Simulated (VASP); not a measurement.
Here is a VASP 6.6.1 calculation.

File INCAR:

```
SYSTEM = CuI
PREC     = Accurate       ! precision mode
ENCUT    = 520            ! plane-wave cutoff, eV
EDIFF    = 1E-7           ! SCF threshold, eV
ISMEAR   = -1             ! smearing method
SIGMA    = 0.02           ! smearing width, eV
LREAL    = .FALSE.        ! projectors in reciprocal space
LASPH    = .TRUE.         ! aspherical terms in the spheres
NELM     = 60             ! most SCF steps
ALGO     = Normal         ! electronic algorithm
ISIF     = 2              ! what is computed and relaxed
LWAVE    = .FALSE.        ! write WAVECAR
LCHARG   = .FALSE.        ! write CHGCAR
GGA      = CA             ! functional
NBANDS   = 16             ! bands
```

The input KPOINTS:

```
regular mesh
0
G
  6 6 6
  0 0 0
```

POSCAR

```
CuI
1.0
    0.0000000000      2.9315696303      2.9315696303
    2.9315696303      0.0000000000      2.9315696303
    2.9315696303      2.9315696303      0.0000000000
Cu I
1 1
Direct
    0.0000000000      0.0000000000      0.0000000000
    0.2500000000      0.2500000000      0.2500000000
```

Potentials or basis: VASP PAW LDA potentials, release 64 (Cu, I).

Command:

```sh
$ cat potpaw_LDA.64/Cu/POTCAR potpaw_LDA.64/I/POTCAR > POTCAR
$ mpirun -np 1 vasp_std > vasp.out
```

Question: Predict the band gap on the k mesh.

Answer: 1.28 eV, direct.

Question: Estimate the pressure.

Answer: 0.1 GPa.

Caveat: spin-orbit coupling is left out, which moves the levels of the heavy elements. A hybrid or GW would open this gap; LDA tends to underestimate it.
